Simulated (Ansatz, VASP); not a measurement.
## One calculation of La, two programs

INCAR

```
SYSTEM = La
PREC     = Accurate       ! precision mode
ENCUT    = 520            ! plane-wave cutoff, eV
EDIFF    = 1E-6           ! SCF threshold, eV
ISMEAR   = -1             ! smearing method
SIGMA    = 0.08           ! smearing width, eV
LREAL    = .FALSE.        ! projectors in reciprocal space
LASPH    = .TRUE.         ! aspherical terms in the spheres
NELM     = 150            ! most SCF steps
ALGO     = Normal         ! electronic algorithm
ISIF     = 2              ! what is computed and relaxed
LWAVE    = .FALSE.        ! write WAVECAR
LCHARG   = .TRUE.         ! write CHGCAR
MAGMOM   = 0 0 0 0 0 0    ! initial moments
LORBIT   = 11             ! projections on sites
LSORBIT  = .TRUE.         ! spin-orbit coupling
GGA_COMPAT= .FALSE.      
LORBMOM  = .TRUE.       
LMAXMIX  = 6              ! l up to which the mixer works
GGA      = PE             ! functional
LVHAR    = .TRUE.       
NBANDS   = 34             ! bands
```

KPOINTS

```
Automatic mesh
0
G
  11 11 6
  0 0 0
```

POSCAR

```
La
1.0
    3.7500020507      0.0000000000      0.0000000000
   -1.8750010253      3.2475970401      0.0000000000
    0.0000000000      0.0000000000      6.0700000000
La
2
Direct
    0.3333333333      0.6666666667      0.2500000000
    0.6666666667      0.3333333333      0.7500000000
```

Input for Ansatz:

```yaml
crystal:
  lattice:
    - [3.7500020507, 0.0, 0.0]
    - [-1.8750010253, 3.2475970401, 0.0]
    - [0.0, 0.0, 6.07]
  atoms:
    - { symbol: La, position: [0.3333333333, 0.6666666667, 0.25] }
    - { symbol: La, position: [0.6666666667, 0.3333333333, 0.75] }
kpoints:
  mp_grid: { grid: [11, 11, 6] }
  band_path:
    path:
      - [0.0, 0.0, 0.0]
      - [0.5, 0.0, 0.0]
      - [0.3333333333, 0.3333333333, 0.0]
      - [0.0, 0.0, 0.0]
      - [0.0, 0.0, 0.5]
      - [0.5, 0.0, 0.5]
      - [0.3333333333, 0.3333333333, 0.5]
      - [0.0, 0.0, 0.5]
      - [0.5, 0.0, 0.5]
    npoints: 5
scf:
  occupations: { method: fermi_dirac, width: 0.08 }
hamiltonian:
  xc: pbe
  pseudopotentials: { kind: all_electron, lapw: { basis_error: 0.001 } }
output:
  forces: true
  stress: true
  eigenvalues: true
magnetization:
  noncollinear: true
  spin_orbit: true
```

Alike in both runs: task single point; functional PBE; k mesh 11 × 11 × 6; occupations fermi-dirac, width 0.08 eV; non-collinear spin, spin-orbit coupling.

```csv
,VASP,Ansatz
version,VASP 6.6.1,Ansatz 0.2.0
potentials or method,"VASP PAW PBE potentials, release 64 (La), cutoff 520 eV",all-electron LAPW
```

|  | VASP | Ansatz | Ansatz less VASP |
| --- | --- | --- | --- |
| pressure (GPa) | 0.5 | 0.5 | +0.07 |
| traceless stress, the component that is largest in VASP (GPa) | -0.08 | -0.09 | -0.006 |
| net moment per atom (μB) | 0.00 | 0.00 | 0.000 |

Ansatz ran all-electron here, and VASP with PAW potentials.
